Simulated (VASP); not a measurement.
Wanted: the native input for a VASP 6.6.1 run.

```yaml
Task: single point
Functional: LDA
Potentials_or_basis: VASP PAW LDA potentials, release 64 (C, Si)
Cutoff: 520 eV
k_mesh: 9 × 9 × 1
Occupations: gaussian, width 0.05 eV
Spin: collinear spin
Starting_moments: "[0.0, 0.0, 0.0, 0.0, 2.0, 0.0, 0.0, 0.0, 0.0] μB"
Dipole_correction: yes
Further_INCAR_settings: ALGO = Normal; EDIFF = 1e-06; NBANDS = 32
```

The structure of Si4C5 lies in POSCAR:

```
Si4C5
1.0
    3.0563072983      0.0000000000      0.0000000000
   -1.5281536492      2.6468397621      0.0000000000
    0.0000000000      0.0000000000     23.6378374631
C Si
5 4
Direct
    0.3333333333      0.6666666666      0.1692202176
    0.6666666667      0.3333333333      0.2753282571
    0.3333333333      0.6666666666      0.3826369403
    0.6666666667      0.3333333333      0.4898183375
    0.3333333333      1.1666666666      0.5526041312
    0.6666666667      0.3333333333      0.1955786881
    0.3333333333      0.6666666666      0.3016867276
    0.6666666667      0.3333333333      0.4074705945
    0.3333333333      0.6666666666      0.5134918743
```

One way to write it, as run:

INCAR

```
PREC = Accurate
ENCUT = 520
EDIFF = 1E-6
ISMEAR = 0
SIGMA = 0.05
LREAL = False
LASPH = True
NELM = 150
ALGO = Normal
ISIF = 2
LWAVE = False
LCHARG = False
ISPIN = 2
MAGMOM = 0 0 0 0 2 0 0 0 0
LORBIT = 11
LDIPOL = True
IDIPOL = 3
DIPOL = 0.5 0.5 0.365
NBANDS = 32
```

KPOINTS

```
Automatic mesh
0
Gamma
  9 9 1
```

Potentials or basis: VASP PAW LDA potentials, release 64 (C, Si).

Command:

```bash
$ cat potpaw_LDA.64/C/POTCAR potpaw_LDA.64/Si/POTCAR > POTCAR
$ mpirun -np 1 vasp_std > vasp.out
```

It gave:

```json
{
  "Largest force": "2.939 eV/Å",
  "Net moment": "-0.15 μB per cell",
  "Site moments": "C -0.35, -0.05, -0.00, +0.05, +0.30; Si +0.01, -0.01, +0.02 (each value once) μB",
  "Valence electrons inside the program's atomic spheres": "C 2.41, 2.55, 2.56, 2.38 (each value once); Si 1.71, 1.70, 1.68, 1.76"
}
```

Wall time 13 min on 1 thread of Oxide Virtual Turin-like Processor (shared host), peak memory 0.36 GiB.
